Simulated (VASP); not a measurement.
# B3As in VASP: a series of runs

The runs below take B3As through single point, relaxation of cell and atoms, with PBE.

All numbers are computed with VASP 6.6.1; they aren't measurements. Logs are shortened: lines on timing, memory, paths and dates and some standing lists are left out, and cuts for length are marked.

### 1 The cell of the first run

The typed cell holds 4 atoms: a = 3.429 Å, b = 3.429 Å, c = 4.008 Å, α = 90.00°, β = 90.00°, γ = 120.00°.

The cell was built from a structure type or drawn by symmetry, and may not be a known phase.

### 2 Single point, PBE

INCAR

```
PREC = Accurate
ENCUT = 520
EDIFF = 1E-6
ISMEAR = 0
SIGMA = 0.1
LREAL = False
LASPH = True
NELM = 80
ALGO = Normal
ISIF = 2
LWAVE = False
LCHARG = False
GGA = PE
NBANDS = 15
```

KPOINTS

```
regular mesh
0
Gamma
  6 6 4
```

POSCAR

```
B3As
1.0
    3.4292914311     -0.0000000027      0.0000000000
   -1.7146457132      2.9698534977      0.0000000000
    0.0000000000      0.0000000000      4.0081888661
B As
3 1
Direct
    0.5000461519      0.0000000000      0.0000000000
    0.0000000000      0.5000461519      0.0000000000
    0.4999538481      0.4999538481      0.0000000000
    0.0000000000      0.0000000000      0.5000000000
```

Potentials or basis: VASP PAW PBE potentials, release 64 (B, As).

The run is started by

```
> cat potpaw_PBE.64/B/POTCAR potpaw_PBE.64/As/POTCAR > POTCAR
> mpirun -np 1 vasp_std > vasp.out
```

OUTCAR:

```text
PREC = Accurate
   ENCUT = 520
   EDIFF = 1E-6
   ISMEAR = 0
   LREAL = False
   LASPH = True
   NELM = 80
   ISIF = 2
   GGA = PE

 ion  position               nearest neighbor table
   1  0.500  0.000  0.000-   3 1.71   3 1.71   2 1.71   2 1.71
   2  0.000  0.500  0.000-   3 1.71   3 1.71   1 1.71   1 1.71
   3  0.500  0.500  0.000-   2 1.71   2 1.71   1 1.71   1 1.71
   4  0.000  0.000  0.500-

  LATTYP: Found a hexagonal cell.
 ALAT       =     3.4292914311
 C/A-ratio  =     1.1688096351

  Lattice vectors:

 A1 = (   3.4292914311,  -0.0000000027,   0.0000000000)
 A2 = (  -1.7146457132,   2.9698534977,   0.0000000000)
 A3 = (   0.0000000000,   0.0000000000,   4.0081888661)

Analysis of symmetry for initial positions (statically):
=====================================================================
 Subroutine PRICEL returns:
 Original cell was already a primitive cell.

 Routine SETGRP: Setting up the symmetry group for a
 hexagonal supercell.

 Subroutine GETGRP returns: Found 12 space group operations
 (whereof 12 operations were pure point group operations)
 out of a pool of 24 trial point group operations.

The static configuration has the point symmetry D_3h.

Analysis of symmetry for dynamics (positions and initial velocities):
=====================================================================
 Subroutine PRICEL returns:
 Original cell was already a primitive cell.

 Routine SETGRP: Setting up the symmetry group for a
 hexagonal supercell.

 Subroutine GETGRP returns: Found 12 space group operations
 (whereof 12 operations were pure point group operations)
 out of a pool of 24 trial point group operations.

The dynamic configuration has the point symmetry D_3h.

 Subroutine INISYM returns: Found 12 space group operations
 (whereof 12 operations are pure point group operations),
 and found     1 'primitive' translations

----------------------------------------------------------------------------------------

                                     Primitive cell

  volume of cell :      40.8214

  direct lattice vectors                    reciprocal lattice vectors
     3.429291431 -0.000000003  0.000000000     0.291605429  0.168358473  0.000000000
    -1.714645713  2.969853498  0.000000000     0.000000000  0.336716946  0.000000000
     0.000000000  0.000000000  4.008188866     0.000000000  0.000000000  0.249489242

  length of vectors
     3.429291431  3.429291431  4.008188866     0.336716946  0.336716946  0.249489242

  position of ions in fractional coordinates (direct lattice)
     0.500046152  0.000000000  0.000000000
     0.000000000  0.500046152  0.000000000
     0.499953848  0.499953848  0.000000000
     0.000000000  0.000000000  0.500000000

  ion indices of the primitive-cell ions
   primitive index   ion index
                 1           1
                 2           2
                 3           3
                 4           4

----------------------------------------------------------------------------------------

 KPOINTS: regular mesh

Automatic generation of k-mesh.
 Grid dimensions read from file:
 generate k-points for:    6    6    4

 Generating k-lattice:

  Cartesian coordinates                     Fractional coordinates (reciprocal lattice)
     0.048600905  0.028059745  0.000000000     0.166666667  0.000000000  0.000000000
     0.000000000  0.056119491  0.000000000     0.000000000  0.166666667  0.000000000
     0.000000000  0.000000000  0.062372310     0.000000000  0.000000000  0.250000000

  Length of vectors
     0.056119491  0.056119491  0.062372310

  Shift w.r.t. Gamma in fractional coordinates (k-lattice)
     0.000000000  0.000000000  0.000000000

 Subroutine IBZKPT returns following result:
 ===========================================

 Found     21 irreducible k-points:

 Following reciprocal coordinates:
            Coordinates               Weight
  0.000000  0.000000  0.000000      1.000000
  0.166667  0.000000  0.000000      6.000000
  0.333333  0.000000  0.000000      6.000000
  0.500000  0.000000  0.000000      3.000000
  0.166667  0.166667  0.000000      6.000000
  0.333333  0.166667  0.000000     12.000000
[... 13 lines left out ...]
  0.333333  0.166667  0.500000     12.000000
  0.333333  0.333333  0.500000      2.000000
   k-points           NKPTS =     21   k-points in BZ     NKDIM =     21   number of bands    NBANDS=     15
   number of dos      NEDOS =    301   number of ions     NIONS =      4
   total plane-waves  NPLWV =  23520
   dimension x,y,z NGX =    28 NGY =   28 NGZ =   30
   dimension x,y,z NGXF=    56 NGYF=   56 NGZF=   60
   ions per type =               3   1
   NGX,Y,Z   is equivalent  to a cutoff of  13.57, 13.57, 12.44 a.u.
   NGXF,Y,Z  is equivalent  to a cutoff of  27.15, 27.15, 24.89 a.u.
 SYSTEM =  unknown system
   PREC   = accura    normal or accurate (medium, high low for compatibility)
   ISTART =      0    job   : 0-new  1-cont  2-samecut
   ICHARG =      2    charge: 1-file 2-atom 10-const
   ISPIN  =      1    spin polarized calculation?
   LNONCOLLINEAR =      F non collinear calculations
   LSORBIT =      F    spin-orbit coupling
   LASPH  =      T    aspherical Exc in radial PAW
   ENCUT  =  520.0 eV  38.22 Ry    6.18 a.u.   6.38  6.38  7.45*2*pi/ulx,y,z
   NELM   =     80;   NELMIN=  2; NELMDL= -5     # of ELM steps
   EDIFF  = 0.1E-05   stopping-criterion for ELM
   LREAL  =      F    real-space projection
   EDIFFG = 0.1E-04   stopping-criterion for IOM
   NSW    =      0    number of steps for IOM
   IBRION =     -1    ionic relax: 0-MD 1-quasi-New 2-CG
   NFREE  =      0    steps in history (QN), initial steepest desc. (CG)
   ISIF   =      2    stress and relaxation
   ISYM   =      2    0-nonsym 1-usesym 2-fastsym
   POTIM  = 0.5000    time-step for ionic-motion
   TEBEG  =    0.0;   TEEND  =   0.0 temperature during run
   PSTRESS=    0.0 pullay stress
   NELECT =      14.0000    total number of electrons
   NUPDOWN=      -1.0000    fix difference up-down
   EMIN   =  10.00;   EMAX   =-10.00  energy-range for DOS
   EFERMI =   0.00;   METHOD = LEGACY
   ISMEAR =     0;   SIGMA  =   0.10  broadening in eV -4-tet -1-fermi 0-gaus
   EFERMI_NEDOS =   21; number of points for ismear=-14 and -15
   IALGO  =     38    algorithm
   IMIX   =      4    mixing-type and parameters
     AMIX     =   0.40;   BMIX     =  1.00
     AMIX_MAG =   1.60;   BMIX_MAG =  1.00
  volume/ion in A,a.u.               =      10.21        68.87
  Fermi-wavevector in a.u.,A,eV,Ry     =   1.145922  2.165478 17.866310  1.313137
  Thomas-Fermi vector in A             =   2.282608
   LORBIT       =      0    0 simple, 1 ext, 2 COOP (PROOUT), +10 PAW based schemes
   GGA     = PE    functional components
   LHFCALC =     F    Hartree Fock is set to
   AEXX    =    0.0000 exact exchange contribution
   IVDW    =     0    specifies the selected vdW correction
   LEPSILON=     F    determine dielectric tensor
   LRPA    =     F    only Hartree local field effects (RPA)
 non-spin polarized calculation
 Gauss-broadening in eV      SIGMA  =   0.10
  energy-cutoff  :      520.00
  volume of cell :       40.82
 maximum number of plane-waves:      1119
 NGX is ok and might be reduce to    28
   NGX = 13   NGY = 13   NGZ = 15

 number of electron      14.0000000 magnetization

 Free energy of the ion-electron system (eV)
  ---------------------------------------------------
  ext. energy  EPLUGINS =         0.00000000
  ---------------------------------------------------
  free energy    TOTEN  =       -22.10148122 eV

  energy without entropy =      -22.09399155  energy(sigma->0) =      -22.09773639

 E-fermi :   6.8297     XC(G=0): -11.3091

 val. band max:        6.7673836852   @ k =   0.3333   0.0000   0.0000
 cond. band min:       6.8469566815   @ k =   0.1667   0.0000   0.2500
 fundamental gap:      0.0795729963
 Fermi energy:         6.8297378262

 k-point     1 :       0.0000    0.0000    0.0000
  band No.  band energies     occupation
      1      -9.0256      2.00000
      2      -1.5554      2.00000
      3      -0.5463      2.00000
      4      -0.3708      2.00000
      5       3.4754      2.00000
      6       3.4754      2.00000
      7       9.2744      0.00000
      8       9.2744      0.00000
      9      10.5169      0.00000
     10      10.5169      0.00000
     11      11.3822      0.00000
     12      12.4125      0.00000
     13      13.1321      0.00000
     14      13.1321      0.00000
     15      18.7595      0.00000

 k-point     2 :       0.1667    0.0000    0.0000
  band No.  band energies     occupation
      1      -8.6435      2.00000
      2      -1.6625      2.00000
      3      -0.9946      2.00000
      4       0.0871      2.00000
      5       2.4763      2.00000
      6       3.1647      2.00000
      7       8.7964      0.00000
      8       9.7068      0.00000
      9      10.3506      0.00000
     10      10.4566      0.00000
     11      10.7256      0.00000
     12      12.2462      0.00000
     13      12.5405      0.00000
     14      13.5881      0.00000
     15      17.7026      0.00000
[... 311 lines left out ...]
      3      -3.1823      2.00000
      4      -0.6938      2.00000
      5       0.6447      2.00000
      6       3.5211      2.00000
      7       5.3338      2.00000
      8       9.9330      0.00000
      9      10.2990      0.00000
     10      11.4739      0.00000
     11      11.6309      0.00000
     12      14.4362      0.00000
     13      16.2175      0.00000
     14      16.7107      0.00000
     15      18.0728      0.00000

 k-point    21 :       0.3333    0.3333    0.5000
  band No.  band energies     occupation
      1      -3.7720      2.00000
      2      -3.7720      2.00000
      3      -3.6851      2.00000
      4      -2.1905      2.00000
      5       1.2316      2.00000
      6       1.2316      2.00000
      7       8.0201      0.00000
      8       8.0201      0.00000
      9      11.5226      0.00000
     10      11.8476      0.00000
     11      11.8476      0.00000
     12      13.2263      0.00000
     13      17.9767      0.00000
     14      18.5189      0.00000
     15      18.5189      0.00000

------------------------ aborting loop because EDIFF is reached ----------------------------------------

  FORCE on cell =-STRESS in cart. coord.  units (eV):
  Direction    XX          YY          ZZ          XY          YZ          ZX
  --------------------------------------------------------------------------------------
  -------------------------------------------------------------------------------------
  Total       -0.0507825     -0.0507825      0.0065547     -0.0000000      0.0000000      0.0000000
  in kB       -1.9931354     -1.9931354      0.2572623     -0.0000000      0.0000000      0.0000000
  external PRESSURE =      -1.2430029 kB  Pullay stress =       0.0000000 kB

 VOLUME and BASIS-vectors are now :
 -----------------------------------------------------------------------------
  energy-cutoff  :      520.00
  volume of cell :       40.82
      direct lattice vectors                 reciprocal lattice vectors
     3.429291431 -0.000000003  0.000000000     0.291605429  0.168358473  0.000000000
    -1.714645713  2.969853498  0.000000000     0.000000000  0.336716946  0.000000000
     0.000000000  0.000000000  4.008188866     0.000000000  0.000000000  0.249489242

 POSITION                                       TOTAL-FORCE (eV/Angst)
 -----------------------------------------------------------------------------------
      1.71480     -0.00000      0.00000        -0.000927      0.000000      0.000000
     -0.85740      1.48506      0.00000         0.000463     -0.000803     -0.000000
      0.85724      1.48479      0.00000         0.000463      0.000803      0.000000
      0.00000      0.00000      2.00409         0.000000     -0.000000     -0.000000
 -----------------------------------------------------------------------------------
    total drift:                               -0.000000     -0.000000     -0.000000

  FREE ENERGIE OF THE ION-ELECTRON SYSTEM (eV)
  ---------------------------------------------------
  free  energy   TOTEN  =       -22.1014812185 eV

  energy  without entropy=      -22.0939915530  energy(sigma->0) =      -22.09773639
```

It took 6.7 s on 1 thread of Intel Xeon Platinum 8559C (Emerald Rapids), shared host; peak memory 0.15 GiB.

Results:

* Free energy: -22.1015 eV
* Pressure: -0.1 GPa
* Band gap on the k mesh: zero (bands 7 and 8 overlap by 4.72 eV)

Stress tensor (GPa, compression positive):
```
-0.20  0.00  0.00
 0.00 -0.20  0.00
 0.00  0.00  0.03
```

Caveat: the k points lie up to 0.39 Å⁻¹ apart, too coarse for converged energies and pressures of a metal.

### 3 Single point, PBE

This run uses another cell than the first one, of 13.79 Å³/atom.

INCAR

```
PREC = Accurate ; ENCUT = 520
EDIFF = 1E-7 ; ISMEAR = 0
SIGMA = 0.1 ; LREAL = False
LASPH = True ; NELM = 60
ALGO = Normal ; ISIF = 2
LWAVE = False ; LCHARG = True
GGA = PE ; LELF = True
LVHAR = True ; NBANDS = 15
```

KPOINTS is that of step 2.

POSCAR

```
B3As
1.0
    3.6461595100      0.0000000000      0.0000000000
   -1.8230797500      3.1576667600      0.0000000000
    0.0000000000      0.0000000000      4.7896863900
B As
3 1
Direct
    0.5199126800      0.0000000000      0.0000000000
    0.0000000000      0.5199126800      0.0000000000
    0.4800873200      0.4800873200      0.0000000000
    0.0000000000      0.0000000000      0.5000000000
```

Potentials or basis: VASP PAW PBE potentials, release 64 (B, As).

The run is started by

```
> cat potpaw_PBE.64/B/POTCAR potpaw_PBE.64/As/POTCAR > POTCAR
> mpirun -np 1 vasp_std > vasp.out
```

Run time: 9.8 s. Hardware: 1 thread of Intel Xeon Platinum 8559C (Emerald Rapids), shared host; peak memory 0.17 GiB.

Results (log left out):

| Property | Result |
| --- | --- |
| Free energy | -20.8762 eV |
| Pressure | -22.8 GPa |
| Largest force | 0.474 eV/Å |
| Band gap on the k mesh | zero (bands 7 and 8 overlap by 3.95 eV) |

Forces in eV/Å, atoms in the order of the input:
```
B   -0.474  0.000  0.000
B    0.237 -0.411  0.000
B    0.237  0.411  0.000
As   0.000  0.000  0.000
```

Stress tensor (GPa, compression positive):
```
-25.15   0.00   0.00
  0.00 -25.15   0.00
  0.00   0.00 -18.14
```

Levels at points of the mesh, in eV from the Fermi level:
```tsv
k point	band 5	band 6	band 7	band 8	band 9	band 10
(0.00, 0.00, 0.00)	-1.83	-1.83	2.08	2.08	2.54	2.54
(0.50, 0.00, 0.00)	-2.83	-2.34	-2.33	-1.88	1.58	3.58
(0.00, 0.00, 0.50)	-1.47	-1.47	0.00	1.40	1.40	2.50
(0.50, 0.00, 0.50)	-4.56	-2.33	-0.17	0.98	2.07	2.12
```

Caveat: the cell stands under tension.

### 4 Relaxation of cell and atoms, PBE

This run uses another cell than the first one, of 13.79 Å³/atom.

INCAR

```
SYSTEM = B3As
PREC = Accurate
ENCUT = 600
EDIFF = 1E-7
ISMEAR = 0
SIGMA = 0.1
LREAL = .False.
LASPH = .True.
NELM = 60
ALGO = Normal
ISIF = 3
LWAVE = .False.
LCHARG = .False.
GGA = PE
IBRION = 2
NSW = 90
EDIFFG = -0.04
```

KPOINTS

```
regular mesh
0
Gamma
  6 6 4
  0 0 0
```

POSCAR is that of step 3.

The run is started by

```
> cat potpaw_PBE.64/B/POTCAR potpaw_PBE.64/As/POTCAR > POTCAR
> mpirun -np 1 vasp_std > vasp.out
```

Wall time 74 s (1 thread of Intel Xeon Platinum 8559C (Emerald Rapids), shared host); peak memory 0.2 GiB.

Results (log left out):

```
Free energy                           : -22.1073 eV
Relaxed volume                        : 10.22 Å³/atom
Relaxed cell                          : a = 3.428 Å, b = 3.428 Å, c = 4.018 Å, α = 90.00°, β = 90.00°, γ = 120.00°
Space group after relaxing (to 0.1 Å) : P6/mmm (No. 191)
Energy gained by relaxing             : 307.3 meV/atom
Ionic steps                           : 13
Pressure after relaxing               : -0.1 GPa
Largest force after relaxing          : 0.008 eV/Å
Band gap on the k mesh                : zero (bands 7 and 8 overlap by 4.76 eV)
```

Forces on the atoms (eV/Å):
```
B   -0.008  0.000  0.000
B    0.004 -0.007  0.000
B    0.004  0.007  0.000
As   0.000  0.000  0.000
```

Stress tensor (GPa, compression positive):
```
 0.00  0.00  0.00
 0.00  0.00  0.00
 0.00  0.00 -0.45
```

Step by step:
```tsv
step	energy change (eV)	largest force (eV/Å)	pressure (GPa)	volume (Å³)
1	0.0000	0.4748	-22.82	55.15
2	-0.8484	0.1342	11.70	40.90
3	-0.9799	0.2290	-1.09	44.04
4	-1.1418	0.1912	0.47	42.25
5	-1.1994	0.1636	1.72	40.96
6	-1.1140	0.0674	7.57	38.30
7	-1.2146	0.1437	2.67	40.34
8	-1.2159	0.1306	3.38	39.96
9	-1.2164	0.1345	3.17	40.07
10	-1.2196	0.0960	-2.71	41.40
11	-1.2257	0.1141	-0.17	40.80
12	-1.2277	0.0760	-0.16	40.83
13	-1.2290	0.0085	-0.15	40.88
```

Final structure:
```
B As
1.0
     3.42752    0.00000    0.00000
    -1.71376    2.96832    0.00000
     0.00000    0.00000    4.01803
B As
3 1
Direct
  0.50042 0.00000 0.00000
  0.00000 0.50042 0.00000
  0.49958 0.49958 0.00000
  0.00000 0.00000 0.50000
```

Levels at points of the mesh, in eV from the Fermi level:
```tsv
k point	band 4	band 5	band 6	band 7	band 8	band 9	band 10	band 11
(0.00, 0.00, 0.00)	-7.20	-3.33	-3.33	2.48	2.48	3.67	3.67	4.58
(0.50, 0.00, 0.00)	-4.36	-3.73	-3.33	-2.91	-2.28	2.98	4.39	4.56
(0.00, 0.00, 0.50)	-2.56	-2.56	-0.76	1.20	1.36	1.36	3.23	3.23
(0.50, 0.00, 0.50)	-6.91	-6.19	-3.17	-1.06	0.78	4.30	4.58	6.31
```

Caveat: the volume moved by over 15 % at a fixed basis, so the end points are rough.

### 5 Single point, PBE

This run uses another cell than the first one, of 10.18 Å³/atom.

INCAR

```
SYSTEM = B3As
  ALGO = Normal
  EDIFF = 1E-7
  ENCUT = 520
  GGA = PE
  ISIF = 2
  ISMEAR = 0
  LASPH = .TRUE.
  LCHARG = .FALSE.
  LREAL = .FALSE.
  LWAVE = .FALSE.
  NBANDS = 15
  NELM = 60
  PREC = Accurate
  SIGMA = 0.1
```

KPOINTS

```
k-points
0
G
  18 18 12
  0 0 0
```

POSCAR

```
B3As
1.0
    3.4349887243      0.0000000000      0.0000000000
   -1.7174943622      2.9747874970      0.0000000000
    0.0000000000      0.0000000000      3.9855727385
B As
3 1
Direct
    0.5000000000      0.0000000000      0.0000000000
    0.0000000000      0.5000000000      0.0000000000
    0.5000000000      0.5000000000      0.0000000000
    0.0000000000      0.0000000000      0.5000000000
```

The run is started by

```
> cat potpaw_PBE.64/B/POTCAR potpaw_PBE.64/As/POTCAR > POTCAR
> mpirun -np 1 vasp_std > vasp.out
```

It took 60 s on 1 thread of Intel Xeon Platinum 8559C (Emerald Rapids), shared host; peak memory 0.27 GiB.

The run converged. Its results:

```
Free energy            : -22.0981 eV
Pressure               : 0.0 GPa
Band gap on the k mesh : zero (bands 7 and 8 overlap by 4.79 eV)
```

Levels at points of the mesh, in eV from the Fermi level:
| k point | band 3 | band 4 | band 5 | band 6 | band 7 | band 8 | band 9 | band 10 | band 11 | band 12 |
| --- | --- | --- | --- | --- | --- | --- | --- | --- | --- | --- |
| (0.00, 0.00, 0.00) | -7.33 | -7.14 | -3.37 | -3.37 | 2.40 | 2.40 | 3.76 | 3.76 | 4.52 | 5.67 |
| (0.50, 0.00, 0.00) | -8.10 | -4.41 | -3.61 | -3.28 | -2.86 | -2.16 | 3.09 | 4.43 | 4.56 | 6.16 |
| (0.00, 0.00, 0.50) | -7.27 | -2.56 | -2.56 | -0.61 | 1.29 | 1.34 | 1.34 | 3.18 | 3.18 | 4.64 |
| (0.50, 0.00, 0.50) | -10.91 | -6.92 | -6.17 | -3.18 | -1.09 | 0.79 | 4.51 | 4.78 | 6.28 | 7.39 |

(Continued in part 2 of 2.)
